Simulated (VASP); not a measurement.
K2S: single point with PBEsol

K2S:

```
CELL_PARAMETERS angstrom
0.00000 3.61876 3.61876
3.61876 0.00000 3.61876
3.61876 3.61876 0.00000
ATOMIC_POSITIONS crystal
K 0.25000 0.25000 0.25000
K 0.75000 0.75000 0.75000
S 0.00000 0.00000 0.00000
```

| Item | Value |
| --- | --- |
| Program | VASP 6.6.1 |
| Task | single point |
| Functional | PBEsol |
| Potentials or basis | VASP PAW PBE potentials, release 64 (K_sv, S) |
| Cutoff | 500 eV |
| k mesh | 6 × 6 × 6 |
| Occupations | gaussian, width 0.05 eV |
| Spin | no spin polarisation |
| Dipole correction | no |
| Further INCAR settings | ALGO = Normal; EDIFF = 1e-06; NBANDS = 19 |

```json
{
 "Pressure": "1.0 GPa",
 "Band gap on the k mesh": "2.44 eV (least direct gap 2.71 eV)"
}
```

Levels at points of the mesh, in eV from the valence-band top:
```tsv
k point	band 9	band 10	band 11	band 12	band 13	band 14	band 15	band 16
(0.00, 0.00, 0.00)	-9.65	-0.27	-0.27	-0.27	2.44	5.41	5.41	7.68
(0.50, 0.00, 0.00)	-9.38	-0.68	-0.10	-0.10	4.75	5.25	5.85	5.85
(0.50, 0.50, 0.00)	-9.32	-0.84	0.00	0.00	3.42	5.34	6.64	6.90
```

It took 55 s on 1 thread of Intel Xeon 8259CL, on a shared host, peak memory 0.24 GiB.

Caveat: the PAW data sets were made with another functional, which shifts forces and pressure a little. A k mesh can miss the band edges.
